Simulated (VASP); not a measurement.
# Sb (I4/mmm) in VASP: a series of runs

The runs below take Sb through single point, with PBE, PBEsol.

All numbers are computed with VASP 6.6.1; they aren't measurements. Logs are shortened: lines on timing, memory, paths and dates and some standing lists are left out, and cuts for length are marked.

### 1 The cell of the first run

Symmetry: I4/mmm, No. 139, tetragonal system. Conventional cell: a = 3.153 Å, b = 3.153 Å, c = 5.424 Å, α = 90.00°, β = 90.00°, γ = 90.00°. Sb (site symmetry 4/mmm) has 12 Sb at 3.15 to 3.51 Å within 4.1 Å.

### 2 Single point, PBE

Input file INCAR:

```
PREC = Accurate ; ENCUT = 520
EDIFF = 1E-7 ; ISMEAR = 0
SIGMA = 0.027000000000000003 ; LREAL = False
LASPH = True ; NELM = 100
ALGO = Normal ; ISIF = 2
LWAVE = False ; LCHARG = True
GGA = PE ; LELF = True
LVHAR = True ; NBANDS = 8
```

Input file KPOINTS:

```
regular mesh
0
Gamma
  12 12 12
```

Input file POSCAR:

```
Sb
1.0
   -1.5765401831      1.5765401831      2.7119384313
    1.5765401831     -1.5765401831      2.7119384313
    1.5765401831      1.5765401831     -2.7119384313
Sb
1
Direct
    0.0000000000      0.0000000000      0.0000000000
```

Potentials or basis: VASP PAW PBE potentials, release 64 (Sb).

Run with:

```sh
> cat potpaw_PBE.64/Sb/POTCAR > POTCAR
> mpirun -np 1 vasp_std > vasp.out
```

OUTCAR:

```text
PREC = Accurate
   ENCUT = 520
   EDIFF = 1E-7
   ISMEAR = 0
   LREAL = False
   LASPH = True
   NELM = 100
   ISIF = 2
   GGA = PE

 ion  position               nearest neighbor table
   1  0.000  0.000  0.000-

  LATTYP: Found a body centered tetragonal cell.
 ALAT       =     3.1530803662
 C/A-ratio  =     1.7201835135

  Lattice vectors:

 A1 = (  -1.5765401831,   1.5765401831,   2.7119384313)
 A2 = (   1.5765401831,  -1.5765401831,   2.7119384313)
 A3 = (   1.5765401831,   1.5765401831,  -2.7119384313)

Analysis of symmetry for initial positions (statically):
=====================================================================
 Subroutine PRICEL returns:
 Original cell was already a primitive cell.

 Routine SETGRP: Setting up the symmetry group for a
 body centered tetragonal supercell.

 Subroutine GETGRP returns: Found 16 space group operations
 (whereof 16 operations were pure point group operations)
 out of a pool of 16 trial point group operations.

The static configuration has the point symmetry D_4h.

Analysis of symmetry for dynamics (positions and initial velocities):
=====================================================================
 Subroutine PRICEL returns:
 Original cell was already a primitive cell.

 Routine SETGRP: Setting up the symmetry group for a
 body centered tetragonal supercell.

 Subroutine GETGRP returns: Found 16 space group operations
 (whereof 16 operations were pure point group operations)
 out of a pool of 16 trial point group operations.

The dynamic configuration has the point symmetry D_4h.

 Subroutine INISYM returns: Found 16 space group operations
 (whereof 16 operations are pure point group operations),
 and found     1 'primitive' translations

----------------------------------------------------------------------------------------

                                     Primitive cell

  volume of cell :      26.9619

  direct lattice vectors                    reciprocal lattice vectors
    -1.576540183  1.576540183  2.711938431     0.000000000  0.317150178  0.184369967
     1.576540183 -1.576540183  2.711938431     0.317150178  0.000000000  0.184369967
     1.576540183  1.576540183 -2.711938431     0.317150178  0.317150178  0.000000000

  length of vectors
     3.510778824  3.510778824  3.510778824     0.366846726  0.366846726  0.448518083

  position of ions in fractional coordinates (direct lattice)
     0.000000000  0.000000000  0.000000000

  ion indices of the primitive-cell ions
   primitive index   ion index
                 1           1

----------------------------------------------------------------------------------------

 KPOINTS: regular mesh

Automatic generation of k-mesh.
 Grid dimensions read from file:
 generate k-points for:   12   12   12

 Generating k-lattice:

  Cartesian coordinates                     Fractional coordinates (reciprocal lattice)
     0.000000000  0.026429182  0.015364164     0.083333333 -0.000000000  0.000000000
     0.026429182  0.000000000  0.015364164    -0.000000000  0.083333333  0.000000000
     0.026429182  0.026429182  0.000000000     0.000000000  0.000000000  0.083333333

  Length of vectors
     0.030570561  0.030570561  0.037376507

  Shift w.r.t. Gamma in fractional coordinates (k-lattice)
     0.000000000  0.000000000  0.000000000

 Subroutine IBZKPT returns following result:
 ===========================================

 Found    163 irreducible k-points:

 Following reciprocal coordinates:
            Coordinates               Weight
  0.000000  0.000000  0.000000      1.000000
  0.083333  0.000000 -0.000000      8.000000
  0.166667  0.000000 -0.000000      8.000000
  0.250000 -0.000000  0.000000      8.000000
  0.333333  0.000000 -0.000000      8.000000
  0.416667  0.000000 -0.000000      8.000000
[... 16 lines left out ...]
  0.500000  0.166667  0.000000     16.000000
 -0.416667  0.166667  0.000000     16.000000
 [... further k-points ...]
   k-points           NKPTS =    163   k-points in BZ     NKDIM =    163   number of bands    NBANDS=      8
   number of dos      NEDOS =    301   number of ions     NIONS =      1
   total plane-waves  NPLWV =  21952
   dimension x,y,z NGX =    28 NGY =   28 NGZ =   28
   dimension x,y,z NGXF=    56 NGYF=   56 NGZF=   56
   ions per type =               1
   NGX,Y,Z   is equivalent  to a cutoff of  13.26, 13.26, 13.26 a.u.
   NGXF,Y,Z  is equivalent  to a cutoff of  26.52, 26.52, 26.52 a.u.
 SYSTEM =  unknown system
   PREC   = accura    normal or accurate (medium, high low for compatibility)
   ISTART =      0    job   : 0-new  1-cont  2-samecut
   ICHARG =      2    charge: 1-file 2-atom 10-const
   ISPIN  =      1    spin polarized calculation?
   LNONCOLLINEAR =      F non collinear calculations
   LSORBIT =      F    spin-orbit coupling
   LASPH  =      T    aspherical Exc in radial PAW
   ENCUT  =  520.0 eV  38.22 Ry    6.18 a.u.   6.53  6.53  6.53*2*pi/ulx,y,z
   NELM   =    100;   NELMIN=  2; NELMDL= -5     # of ELM steps
   EDIFF  = 0.1E-06   stopping-criterion for ELM
   LREAL  =      F    real-space projection
   EDIFFG = 0.1E-05   stopping-criterion for IOM
   NSW    =      0    number of steps for IOM
   IBRION =     -1    ionic relax: 0-MD 1-quasi-New 2-CG
   NFREE  =      0    steps in history (QN), initial steepest desc. (CG)
   ISIF   =      2    stress and relaxation
   ISYM   =      2    0-nonsym 1-usesym 2-fastsym
   POTIM  = 0.5000    time-step for ionic-motion
   TEBEG  =    0.0;   TEEND  =   0.0 temperature during run
   PSTRESS=    0.0 pullay stress
   NELECT =       5.0000    total number of electrons
   NUPDOWN=      -1.0000    fix difference up-down
   EMIN   =  10.00;   EMAX   =-10.00  energy-range for DOS
   EFERMI =   0.00;   METHOD = LEGACY
   ISMEAR =     0;   SIGMA  =   0.03  broadening in eV -4-tet -1-fermi 0-gaus
   EFERMI_NEDOS =   21; number of points for ismear=-14 and -15
   IALGO  =     38    algorithm
   IMIX   =      4    mixing-type and parameters
     AMIX     =   0.40;   BMIX     =  1.00
     AMIX_MAG =   1.60;   BMIX_MAG =  1.00
  volume/ion in A,a.u.               =      26.96       181.95
  Fermi-wavevector in a.u.,A,eV,Ry     =   0.933573  1.764197 11.858269  0.871558
  Thomas-Fermi vector in A             =   2.060288
   LORBIT       =      0    0 simple, 1 ext, 2 COOP (PROOUT), +10 PAW based schemes
   GGA     = PE    functional components
   LHFCALC =     F    Hartree Fock is set to
   AEXX    =    0.0000 exact exchange contribution
   IVDW    =     0    specifies the selected vdW correction
   LEPSILON=     F    determine dielectric tensor
   LRPA    =     F    only Hartree local field effects (RPA)
 non-spin polarized calculation
 Gauss-broadening in eV      SIGMA  =   0.03
  energy-cutoff  :      520.00
  volume of cell :       26.96
 maximum number of plane-waves:       748
 NGX is ok and might be reduce to    28
   NGX = 13   NGY = 13   NGZ = 13

 number of electron       5.0000000 magnetization

 Free energy of the ion-electron system (eV)
  ---------------------------------------------------
  ext. energy  EPLUGINS =         0.00000000
  ---------------------------------------------------
  free energy    TOTEN  =        -3.83946803 eV

  energy without entropy =       -3.83907376  energy(sigma->0) =       -3.83927090

 E-fermi :   8.5457     XC(G=0): -10.2152

 val. band max:        8.5448981708   @ k =   0.3333   0.1667   0.0833
 cond. band min:       8.5656998166   @ k =  -0.3333   0.5000   0.0833
 fundamental gap:      0.0208016458
 Fermi energy:         8.5457493149

 k-point     1 :       0.0000    0.0000    0.0000
  band No.  band energies     occupation
      1      -4.4333      2.00000
      2      13.1550      0.00000
      3      13.9520      0.00000
      4      13.9520      0.00000
      5      17.8732      0.00000
      6      19.1536      0.00000
      7      19.1570      0.00000
      8      19.2456      0.00000

 k-point     2 :       0.0833    0.0000   -0.0000
  band No.  band energies     occupation
      1      -4.2940      2.00000
      2      12.4622      0.00000
      3      13.0900      0.00000
      4      13.9215      0.00000
      5      17.6468      0.00000
      6      18.2194      0.00000
      7      19.0978      0.00000
      8      19.4712      0.00000

 k-point     3 :       0.1667    0.0000   -0.0000
  band No.  band energies     occupation
      1      -3.8781      2.00000
      2      10.2148      0.00000
      3      12.2617      0.00000
      4      13.8601      0.00000
      5      16.5354      0.00000
      6      18.0304      0.00000
      7      20.0090      0.00000
      8      20.0736      0.00000

 k-point     4 :       0.2500   -0.0000    0.0000
  band No.  band energies     occupation
      1      -3.1949      2.00000
      2       7.7627      2.00000
      3      11.4772      0.00000
      4      13.8214      0.00000
      5      15.6871      0.00000
      6      17.8957      0.00000
      7      20.5896      0.00000
      8      21.3463      0.00000

 k-point     5 :       0.3333    0.0000   -0.0000
  band No.  band energies     occupation
      1      -2.2740      2.00000
      2       5.4914      2.00000
      3      10.8388      0.00000
      4      13.8308      0.00000
      5      15.0947      0.00000
      6      17.9746      0.00000
      7      20.0544      0.00000
      8      20.6250      0.00000
[... 177 lines left out ...]
 k-point    22 :       0.4167    0.1667   -0.0000
  band No.  band energies     occupation
      1      -0.3302      2.00000
      2       3.5048      2.00000
      3       9.2536      0.00000
      4      10.8049      0.00000
      5      15.2795      0.00000
      6      16.9360      0.00000
      7      21.1249      0.00000
      8      22.3722      0.00000

 k-point    23 :       0.5000    0.1667    0.0000
  band No.  band energies     occupation
      1      -0.3081      2.00000
      2       3.4604      2.00000
      3       9.4461      0.00000
      4      11.0118      0.00000
      5      15.0100      0.00000
      6      16.8080      0.00000
      7      20.5912      0.00000
      8      21.9840      0.00000

 k-point    24 :      -0.4167    0.1667    0.0000
  band No.  band energies     occupation
      1      -1.2383      2.00000
      2       4.9066      2.00000
      3       9.8115      0.00000
      4      11.3092      0.00000
      5      15.1290      0.00000
      6      16.9179      0.00000
      7      18.9900      0.00000
      8      22.2707      0.00000

 [... further k-points ...]
[... 5 lines left out ...]
  --------------------------------------------------------------------------------------
  -------------------------------------------------------------------------------------
  Total        0.3214151      0.3214151      0.2033177      0.0000000      0.0000000      0.0000000
  in kB       19.0997171     19.0997171     12.0819203      0.0000000      0.0000000      0.0000000
  external PRESSURE =      16.7604515 kB  Pullay stress =       0.0000000 kB

 VOLUME and BASIS-vectors are now :
 -----------------------------------------------------------------------------
  energy-cutoff  :      520.00
  volume of cell :       26.96
      direct lattice vectors                 reciprocal lattice vectors
    -1.576540183  1.576540183  2.711938431     0.000000000  0.317150178  0.184369967
     1.576540183 -1.576540183  2.711938431     0.317150178  0.000000000  0.184369967
     1.576540183  1.576540183 -2.711938431     0.317150178  0.317150178  0.000000000

 POSITION                                       TOTAL-FORCE (eV/Angst)
 -----------------------------------------------------------------------------------
      0.00000      0.00000      0.00000         0.000000      0.000000      0.000000
 -----------------------------------------------------------------------------------
    total drift:                                0.000000      0.000000      0.000000

  FREE ENERGIE OF THE ION-ELECTRON SYSTEM (eV)
  ---------------------------------------------------
  free  energy   TOTEN  =        -3.8394680295 eV

  energy  without entropy=       -3.8390737646  energy(sigma->0) =       -3.83927090
```

It took 32 s on 1 thread of AMD EPYC 9R45 (Zen 5), shared host; peak memory 0.15 GiB.

What came out:

```yaml
Free_energy: -3.8395 eV
Pressure: 1.7 GPa
```

Stress tensor (GPa, compression positive):
```
1.91 0.00 0.00
0.00 1.91 0.00
0.00 0.00 1.21
```

Caveat: spin-orbit coupling is left out, which moves the levels of the heavy elements.

### 3 Single point, PBE

Input file INCAR:

```
PREC     = Accurate       # precision mode
ENCUT    = 520            # plane-wave cutoff, eV
EDIFF    = 1E-6           # SCF threshold, eV
ISMEAR   = 0              # smearing method
SIGMA    = 0.028000000000000004 # smearing width, eV
LREAL    = False          # projectors in reciprocal space
LASPH    = True           # aspherical terms in the spheres
NELM     = 100            # most SCF steps
ALGO     = Normal         # electronic algorithm
ISIF     = 2              # what is computed and relaxed
LWAVE    = False          # write WAVECAR
LCHARG   = False          # write CHGCAR
GGA      = PE             # functional
NBANDS   = 8              # bands
```

KPOINTS is that of step 2.

POSCAR is that of step 2.

Potentials or basis: VASP PAW PBE potentials, release 64 (Sb).

Run with:

```sh
> cat potpaw_PBE.64/Sb/POTCAR > POTCAR
> mpirun -np 1 vasp_std > vasp.out
```

It took 23 s on 1 thread of AMD EPYC 9R45 (Zen 5), shared host; peak memory 0.14 GiB.

The run converged. Its results:

```yaml
Free_energy: -3.8395 eV
Pressure: 1.7 GPa
```

Stress tensor (GPa, compression positive):
```
1.91 0.00 0.00
0.00 1.91 0.00
0.00 0.00 1.22
```

Levels at points of the mesh, in eV from the Fermi level:
| k point | band 1 | band 2 | band 3 | band 4 | band 5 | band 6 | band 7 |
| --- | --- | --- | --- | --- | --- | --- | --- |
| (0.00, 0.00, 0.00) | -12.98 | 4.61 | 5.41 | 5.41 | 9.33 | 10.61 | 10.61 |
| (0.50, 0.00, 0.00) | -9.16 | -5.83 | 1.74 | 5.35 | 6.08 | 10.15 | 10.45 |
| (0.50, 0.50, 0.00) | -6.67 | -4.43 | -1.05 | 0.56 | 3.44 | 4.33 | 15.66 |
| (0.50, 0.50, 0.50) | -9.30 | -5.70 | 2.09 | 2.09 | 5.84 | 6.07 | 18.12 |

Caveat: spin-orbit coupling is left out, which moves the levels of the heavy elements.

### 4 Single point, PBEsol

Input file INCAR:

```
PREC     = Accurate       # precision mode
ENCUT    = 520            # plane-wave cutoff, eV
EDIFF    = 1E-7           # SCF threshold, eV
ISMEAR   = -1             # smearing method
SIGMA    = 0.05           # smearing width, eV
LREAL    = False          # projectors in reciprocal space
LASPH    = True           # aspherical terms in the spheres
NELM     = 60             # most SCF steps
ALGO     = Normal         # electronic algorithm
ISIF     = 2              # what is computed and relaxed
LWAVE    = False          # write WAVECAR
LCHARG   = False          # write CHGCAR
GGA      = PS             # functional
NBANDS   = 8              # bands
```

Input file KPOINTS:

```
Automatic mesh
0
Gamma
  9 9 9
```

POSCAR is that of step 3.

Potentials or basis: VASP PAW PBE potentials, release 64 (Sb).

Run with:

```sh
> cat potpaw_PBE.64/Sb/POTCAR > POTCAR
> mpirun -np 1 vasp_std > vasp.out
```

OUTCAR:

```text
PREC = Accurate
   ENCUT = 520
   EDIFF = 1E-7
   ISMEAR = -1
   LREAL = False
   LASPH = True
   NELM = 60
   ISIF = 2
   GGA = PS

 ion  position               nearest neighbor table
   1  0.000  0.000  0.000-

  LATTYP: Found a body centered tetragonal cell.
 ALAT       =     3.1530803662
 C/A-ratio  =     1.7201835135

  Lattice vectors:

 A1 = (  -1.5765401831,   1.5765401831,   2.7119384313)
 A2 = (   1.5765401831,  -1.5765401831,   2.7119384313)
 A3 = (   1.5765401831,   1.5765401831,  -2.7119384313)

Analysis of symmetry for initial positions (statically):
=====================================================================
 Subroutine PRICEL returns:
 Original cell was already a primitive cell.

 Routine SETGRP: Setting up the symmetry group for a
 body centered tetragonal supercell.

 Subroutine GETGRP returns: Found 16 space group operations
 (whereof 16 operations were pure point group operations)
 out of a pool of 16 trial point group operations.
[... 155 lines left out ...]
  ext. energy  EPLUGINS =         0.00000000
  ---------------------------------------------------
  free energy    TOTEN  =        -4.32676914 eV

  energy without entropy =       -4.32018593  energy(sigma->0) =       -4.32347754

 E-fermi :   8.3782     XC(G=0): -10.3165

 val. band max:        8.3302854452   @ k =  -0.3333  -0.4444   0.1111
 cond. band min:       8.3809032367   @ k =  -0.2222  -0.3333   0.1111
 fundamental gap:      0.0506177916
 Fermi energy:         8.3782411479

 k-point     1 :       0.0000    0.0000    0.0000
  band No.  band energies     occupation
      1      -4.5935      2.00000
      2      13.0124      0.00000
      3      13.7953      0.00000
      4      13.7953      0.00000
      5      17.7749      0.00000
      6      19.0201      0.00000
      7      19.0326      0.00000
      8      19.1299      0.00000
[... 243 lines left out ...]
 k-point    24 :       0.4444    0.4444    0.0000
  band No.  band energies     occupation
      1       1.6506      2.00000
      2       4.1355      2.00000
      3       6.8034      2.00000
      4       8.5592      0.05218
      5      12.2830      0.00000
      6      13.9441      0.00000
      7      22.6056      0.00000
      8      22.9951      0.00000

 [... further k-points ...]
[... 5 lines left out ...]
  --------------------------------------------------------------------------------------
  -------------------------------------------------------------------------------------
  Total       -0.2396551     -0.2396551     -0.1010846      0.0000000      0.0000000      0.0000000
  in kB      -14.2412245    -14.2412245     -6.0068352      0.0000000      0.0000000      0.0000000
  external PRESSURE =     -11.4964281 kB  Pullay stress =       0.0000000 kB

 VOLUME and BASIS-vectors are now :
 -----------------------------------------------------------------------------
  energy-cutoff  :      520.00
  volume of cell :       26.96
      direct lattice vectors                 reciprocal lattice vectors
    -1.576540183  1.576540183  2.711938431     0.000000000  0.317150178  0.184369967
     1.576540183 -1.576540183  2.711938431     0.317150178  0.000000000  0.184369967
     1.576540183  1.576540183 -2.711938431     0.317150178  0.317150178  0.000000000

 POSITION                                       TOTAL-FORCE (eV/Angst)
 -----------------------------------------------------------------------------------
      0.00000      0.00000      0.00000         0.000000     -0.000000     -0.000000
 -----------------------------------------------------------------------------------
    total drift:                                0.000000      0.000000     -0.000000

  FREE ENERGIE OF THE ION-ELECTRON SYSTEM (eV)
  ---------------------------------------------------
  free  energy   TOTEN  =        -4.3267691375 eV

  energy  without entropy=       -4.3201859330  energy(sigma->0) =       -4.32347754
```

It took 22 s on 1 thread of Intel Xeon 8259CL, shared host; peak memory 0.16 GiB.

Results:

- Free energy: -4.3268 eV
- Pressure: -1.1 GPa

Stress tensor (GPa, compression positive):
```
-1.42  0.00  0.00
 0.00 -1.42  0.00
 0.00  0.00 -0.60
```

Caveat: the PAW data sets were made with another functional, which shifts forces and pressure a little; spin-orbit coupling is left out, which moves the levels of the heavy elements.

### 5 The runs side by side

| level | k mesh | smearing | gap on the mesh (eV) | pressure (GPa) |
| --- | --- | --- | --- | --- |
| PBE | 12 × 12 × 12 | gaussian 0.027 eV | none | 1.7 |
| PBE | 12 × 12 × 12 | gaussian 0.028 eV | none | 1.7 |
| PBEsol | 9 × 9 × 9 | fermi-dirac 0.05 eV | none | -1.1 |

Alike in all rows: task single point; potentials or basis VASP PAW PBE potentials, release 64 (Sb); no spin polarisation; cell as given; cutoff (eV) 520.

Every run on the cell as given and a fine mesh finds a metal. The pressure there spans -1.1 GPa (PBEsol) to 1.7 GPa (PBE); a positive pressure means that this level wants a larger cell, a negative one a smaller.

Caveats: spin-orbit coupling is left out, which moves the levels of the heavy elements; the PAW data sets were made with another functional, which shifts forces and pressure a little (some runs).

Total energies depend on the potentials used, so only differences within one code and one set of settings carry meaning.
